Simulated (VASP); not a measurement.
# Ga2GeO2 (P4mm) in VASP: further runs, part 2 of 2

VASP 6.6.1. The steps go on from the part before.

## (4) Relaxation of cell and atoms, PBE

This run uses another cell than the first one, of 17.21 Å³/atom, 1.088 times its volume.

Contents of INCAR:

```
ALGO     = Normal         # electronic algorithm
EDIFF    = 1E-6           # SCF threshold, eV
EDIFFG   = -0.04          # ionic threshold
ENCUT    = 600            # plane-wave cutoff, eV
GGA      = PE             # functional
IBRION   = 2              # ionic algorithm
ISIF     = 3              # what is computed and relaxed
ISMEAR   = 0              # smearing method
LASPH    = True           # aspherical terms in the spheres
LCHARG   = False          # write CHGCAR
LREAL    = False          # projectors in reciprocal space
LWAVE    = False          # write WAVECAR
NELM     = 60             # most SCF steps
NSW      = 90             # ionic steps
PREC     = Accurate       # precision mode
SIGMA    = 0.1            # smearing width, eV
```

Contents of KPOINTS:

```
k-points
0
Gamma
  4 4 4
```

Contents of POSCAR:

```
Ga2GeO2
1.0
    4.7655476500      0.0000000000      0.0000000000
    0.0000000000      4.7655476500      0.0000000000
    0.0000000000      0.0000000000      3.7880049800
Ga Ge O
2 1 2
Direct
    0.5000000000      0.0000000000      0.2127312400
    0.0000000000      0.5000000000      0.2127312400
    0.5000000000      0.5000000000      0.7198542100
    0.5000000000      0.0000000000      0.7601833600
    0.0000000000      0.5000000000      0.7601833600
```

Potentials or basis: VASP PAW PBE potentials, release 64 (Ga_d, Ge_d, O).

The run is started by

```
$ cat potpaw_PBE.64/Ga_d/POTCAR potpaw_PBE.64/Ge_d/POTCAR potpaw_PBE.64/O/POTCAR > POTCAR
$ mpirun -np 1 vasp_std > vasp.out
```

OUTCAR:

```text
EDIFF = 1E-6
   EDIFFG = -0.04
   ENCUT = 600
   GGA = PE
   IBRION = 2
   ISIF = 3
   ISMEAR = 0
   LASPH = True
   LREAL = False
   NELM = 60
   NSW = 90
   PREC = Accurate

 ion  position               nearest neighbor table
   1  0.500  0.000  0.213-   4 1.71   4 2.07
   2  0.000  0.500  0.213-   5 1.71   5 2.07
   3  0.500  0.500  0.720-   4 2.39   5 2.39   4 2.39   5 2.39
   4  0.500  0.000  0.760-   1 1.71   1 2.07   3 2.39   3 2.39
   5  0.000  0.500  0.760-   2 1.71   2 2.07   3 2.39   3 2.39

  LATTYP: Found a simple tetragonal cell.
 ALAT       =     4.7655476500
 C/A-ratio  =     0.7948729628

  Lattice vectors:

 A1 = (   4.7655476500,   0.0000000000,   0.0000000000)
 A2 = (   0.0000000000,   4.7655476500,   0.0000000000)
 A3 = (   0.0000000000,   0.0000000000,   3.7880049800)

Analysis of symmetry for initial positions (statically):
=====================================================================
 Subroutine PRICEL returns:
 Original cell was already a primitive cell.

 Routine SETGRP: Setting up the symmetry group for a
 simple tetragonal supercell.

 Subroutine GETGRP returns: Found  8 space group operations
 (whereof  8 operations were pure point group operations)
 out of a pool of 16 trial point group operations.

The static configuration has the point symmetry C_4v.

Analysis of symmetry for dynamics (positions and initial velocities):
=====================================================================
 Subroutine PRICEL returns:
 Original cell was already a primitive cell.

 Routine SETGRP: Setting up the symmetry group for a
 simple tetragonal supercell.

 Subroutine GETGRP returns: Found  8 space group operations
 (whereof  8 operations were pure point group operations)
 out of a pool of 16 trial point group operations.
[... 108 lines left out ...]
   POTIM  = 0.5000    time-step for ionic-motion
   TEBEG  =    0.0;   TEEND  =   0.0 temperature during run
   PSTRESS=    0.0 pullay stress
   NELECT =      52.0000    total number of electrons
   NUPDOWN=      -1.0000    fix difference up-down
   EMIN   =  10.00;   EMAX   =-10.00  energy-range for DOS
   EFERMI =   0.00;   METHOD = LEGACY
   ISMEAR =     0;   SIGMA  =   0.10  broadening in eV -4-tet -1-fermi 0-gaus
   EFERMI_NEDOS =   21; number of points for ismear=-14 and -15
   IALGO  =     38    algorithm
   IMIX   =      4    mixing-type and parameters
     AMIX     =   0.40;   BMIX     =  1.00
     AMIX_MAG =   1.60;   BMIX_MAG =  1.00
  volume/ion in A,a.u.               =      17.21       116.11
  Fermi-wavevector in a.u.,A,eV,Ry     =   1.384195  2.615749 26.068699  1.915995
  Thomas-Fermi vector in A             =   2.508722
   LORBIT       =      0    0 simple, 1 ext, 2 COOP (PROOUT), +10 PAW based schemes
   GGA     = PE    functional components
   LHFCALC =     F    Hartree Fock is set to
   AEXX    =    0.0000 exact exchange contribution
   IVDW    =     0    specifies the selected vdW correction
   LEPSILON=     F    determine dielectric tensor
   LRPA    =     F    only Hartree local field effects (RPA)
 conjugate gradient relaxation of ions
 non-spin polarized calculation
 Gauss-broadening in eV      SIGMA  =   0.10
  energy-cutoff  :      600.00
  volume of cell :       86.03
 maximum number of plane-waves:      2907
 NGX is ok and might be reduce to    40
   NGX = 19   NGY = 19   NGZ = 15

--------------------------------------- Ionic step        1  -------------------------------------------

 number of electron      52.0000015 magnetization

 Free energy of the ion-electron system (eV)
  ---------------------------------------------------
  ext. energy  EPLUGINS =         0.00000000
  ---------------------------------------------------
  free energy    TOTEN  =       -21.72727899 eV

  energy without entropy =      -21.71367530  energy(sigma->0) =      -21.72047715

------------------------ aborting loop because EDIFF is reached ----------------------------------------

  FORCE on cell =-STRESS in cart. coord.  units (eV):
  Direction    XX          YY          ZZ          XY          YZ          ZX
  --------------------------------------------------------------------------------------
  -------------------------------------------------------------------------------------
  Total        0.5797509      0.5797509     13.5438450      0.0000000      0.0000000      0.0000000
  in kB       10.7973167     10.7973167    252.2414083      0.0000000      0.0000000      0.0000000
  external PRESSURE =      91.2786806 kB  Pullay stress =       0.0000000 kB
[... 1339 lines left out ...]
     30       5.8231      0.00000
     31      10.9242      0.00000

[... ionic steps 4 to 36 ...]

--------------------------------------- Ionic step       37  -------------------------------------------

 number of electron      51.9999987 magnetization

------------------------ aborting loop because EDIFF is reached ----------------------------------------
[... 73 lines left out ...]
--------------------------------------- Ionic step       39  -------------------------------------------

 number of electron      51.9999973 magnetization

 Free energy of the ion-electron system (eV)
  ---------------------------------------------------
  ext. energy  EPLUGINS =         0.00000000
  ---------------------------------------------------
  free energy    TOTEN  =       -23.19534616 eV

  energy without entropy =      -23.18418846  energy(sigma->0) =      -23.18976731

 E-fermi :   4.4579     XC(G=0): -10.6245

 val. band max:        4.1469457941   @ k =   0.5000   0.2500   0.0000
 cond. band min:       4.4609667593   @ k =   0.2500   0.2500   0.2500
 fundamental gap:      0.3140209652
 Fermi energy:         4.4578842882
[... 642 lines left out ...]
  FREE ENERGIE OF THE ION-ELECTRON SYSTEM (eV)
  ---------------------------------------------------
  free  energy   TOTEN  =       -23.1953461629 eV

  energy  without entropy=      -23.1841884630  energy(sigma->0) =      -23.18976731

 reached required accuracy - stopping structural energy minimisation
```

Run time: 21 min. Hardware: 1 thread of Intel Xeon 6975P-C, shared host; peak memory 0.27 GiB.

What came out:

```yaml
Free_energy: -23.1953 eV
Relaxed_volume: 15.23 Å³/atom
Relaxed_cell: a = 3.837 Å, b = 3.837 Å, c = 5.171 Å, α = 90.00°, β = 90.00°, γ = 90.00°
Space_group_after_relaxing_to_0.05_Å: P4mm (No. 99)
Energy_gained_by_relaxing: 293.6 meV/atom
Ionic_steps: 39
Pressure_after_relaxing: -0.1 GPa
Largest_force_after_relaxing: 0.028 eV/Å
Band_gap_on_the_k_mesh: zero (band 26 reaches 5.80 eV, above the bottom of band 27 at 3.27 eV)
```

Forces on the atoms (eV/Å):
```
Ga   0.000  0.000 -0.027
Ga   0.000  0.000 -0.027
Ge   0.000  0.000  0.028
O    0.000  0.000  0.012
O    0.000  0.000  0.012
```

Step by step:
| step | energy change (eV) | largest force (eV/Å) | pressure (GPa) | volume (Å³) |
| --- | --- | --- | --- | --- |
| 1 | 0.0000 | 3.4838 | 9.13 | 86.03 |
| 2 | -0.3072 | 0.3920 | -6.03 | 98.36 |
| 3 | -0.6677 | 0.1719 | -2.10 | 91.40 |
| 4 | -0.6718 | 0.1619 | -1.75 | 91.11 |
| 5 | -0.6743 | 0.1991 | -1.17 | 90.67 |
| 6 | -0.6742 | 0.1779 | -1.45 | 90.76 |
| 7 | -0.6881 | 0.1515 | -0.44 | 89.06 |
| 8 | -0.6886 | 0.1577 | 0.49 | 87.46 |
| 9 | -0.6900 | 0.1546 | 0.24 | 88.13 |
| 10 | -0.6979 | 0.1218 | -0.11 | 87.57 |
| 11 | -0.7242 | 0.1749 | -0.68 | 85.85 |
| 12 | -0.7666 | 0.1683 | -0.68 | 82.33 |
| 13 | -1.0209 | 0.1192 | 0.93 | 75.01 |
| 14 | -0.1741 | 2.4002 | 23.46 | 59.69 |
| 15 | -1.0664 | 0.2488 | 2.43 | 73.03 |
| 16 | -1.0111 | 0.9373 | 10.08 | 66.51 |
| 17 | -1.0819 | 0.4372 | 4.99 | 70.44 |
| 18 | -1.0822 | 0.5080 | 6.33 | 69.28 |
| 19 | -1.0634 | 0.7059 | 8.07 | 67.90 |
| 20 | -1.0781 | 0.5634 | 7.05 | 68.71 |
| 21 | -1.0797 | 0.5864 | 7.07 | 68.66 |
| 22 | -1.0837 | 0.6533 | 7.18 | 68.51 |
| 23 | -1.0879 | 0.7732 | 7.41 | 68.19 |
| 24 | -1.0928 | 0.7741 | 7.27 | 68.26 |
| 25 | -1.1073 | 0.7769 | 6.90 | 68.47 |
| 26 | -1.1344 | 0.7814 | 6.17 | 68.89 |
| 27 | -1.1820 | 0.7874 | 4.76 | 69.73 |
| 28 | -1.2523 | 0.7912 | 2.11 | 71.43 |
| 29 | -1.3093 | 0.8920 | -2.00 | 74.90 |
| 30 | -1.3444 | 0.7503 | -1.63 | 74.95 |
| 31 | -1.4189 | 0.3445 | -0.40 | 75.07 |
| 32 | -1.3954 | 0.7297 | 3.27 | 75.31 |
| 33 | -1.4387 | 0.1109 | 0.82 | 75.17 |
| 34 | -1.4470 | 0.1094 | 0.35 | 75.60 |
| 35 | -1.4566 | 0.1251 | -0.81 | 76.67 |
| 36 | -1.4569 | 0.1380 | -1.01 | 76.84 |
| 37 | -1.4632 | 0.0884 | -0.40 | 76.51 |
| 38 | -1.4665 | 0.1229 | 0.35 | 76.06 |
| 39 | -1.4681 | 0.0283 | -0.07 | 76.14 |

Final structure:
```cif
data_structure
_symmetry_space_group_name_H-M 'P 1'
_symmetry_Int_Tables_number 1
_cell_length_a 3.8370
_cell_length_b 3.8370
_cell_length_c 5.1713
_cell_angle_alpha 90.000
_cell_angle_beta 90.000
_cell_angle_gamma 90.000
_cell_volume 76.14
loop_
_atom_site_label
_atom_site_type_symbol
_atom_site_fract_x
_atom_site_fract_y
_atom_site_fract_z
_atom_site_occupancy
Ga1 Ga 0.50000 0.00000 0.28194 1
Ga2 Ga 0.00000 0.50000 0.28194 1
Ge1 Ge 0.50000 0.50000 0.78777 1
O1 O 0.50000 0.00000 0.65702 1
O2 O 0.00000 0.50000 0.65702 1
```

Caveat: the k points lie up to 0.41 Å⁻¹ apart in the final cell.

## (5) Overview

| task | cell | cutoff (eV) | gap on the mesh (eV) | pressure (GPa) | largest force (eV/Å) |
| --- | --- | --- | --- | --- | --- |
| single point | a = 3.801, b = 3.801, c = 5.477 Å, 5 atoms | 520 | none | 0.1 | 0.06 |
| single point | a = 4.766, b = 4.766, c = 3.788 Å, 5 atoms | 520 | none | 9.2 | 3.49 |
| relaxation of cell and atoms | relaxed from a = 4.766, b = 4.766, c = 3.788 Å, 5 atoms | 600 | none | -0.1 | 0.03 |

Alike in all rows: level PBE; potentials or basis VASP PAW PBE potentials, release 64 (Ga_d, Ge_d, O); no spin polarisation; k mesh 4 × 4 × 4; smearing gaussian 0.1 eV.

Caveats: all runs use coarse meshes; forces of over 1 eV/Å act on the atoms, so gaps and moduli don't describe the material at rest (some runs).

Absolute energies hang on the potentials; compare differences alone.
